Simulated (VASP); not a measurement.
A run of VASP 6.6.1 is set up as follows.

INCAR

```
SYSTEM = Al
PREC     = Accurate       ! precision mode
ENCUT    = 520            ! plane-wave cutoff, eV
EDIFF    = 1E-6           ! SCF threshold, eV
ISMEAR   = -1             ! smearing method
SIGMA    = 0.1            ! smearing width, eV
LREAL    = .FALSE.        ! projectors in reciprocal space
LASPH    = .TRUE.         ! aspherical terms in the spheres
NELM     = 60             ! most SCF steps
ALGO     = Normal         ! electronic algorithm
ISIF     = 2              ! what is computed and relaxed
LWAVE    = .FALSE.        ! write WAVECAR
LCHARG   = .FALSE.        ! write CHGCAR
GGA      = RE             ! functional
NBANDS   = 10             ! bands
ISYM     = 0
```

File KPOINTS:

```
Automatic mesh
0
G
  13 13 9
  0 0 0
```

The input POSCAR:

```
Al
1.0
   -3.3155933869      2.9054381132      1.3780741598
    2.9054381132     -3.3155933869      1.3780741598
    2.4098453590      2.4098453590     -2.1292742949
Al
2
Direct
    0.9895493806      0.0104506194      0.0000000000
    0.7604506194      0.2395493806      0.5000000000
```

Potentials or basis: VASP PAW PBE potentials, release 64 (Al).

Command:

```bash
$ cat potpaw_PBE.64/Al/POTCAR > POTCAR
$ mpirun -np 1 vasp_std > vasp.out
```

Problem. Predict the pressure.

Solution. -0.1 GPa.

Problem. What does it give for the band gap on the k mesh?

Solution. Zero (band 3 reaches 12.02 eV, above the bottom of band 4 at 3.72 eV).

Forces in eV/Å, atoms in the order of the input:
```
Al   0.002 -0.002  0.000
Al  -0.002  0.002  0.000
```

Caveat: the PAW data sets were made with another functional, which shifts forces and pressure a little.
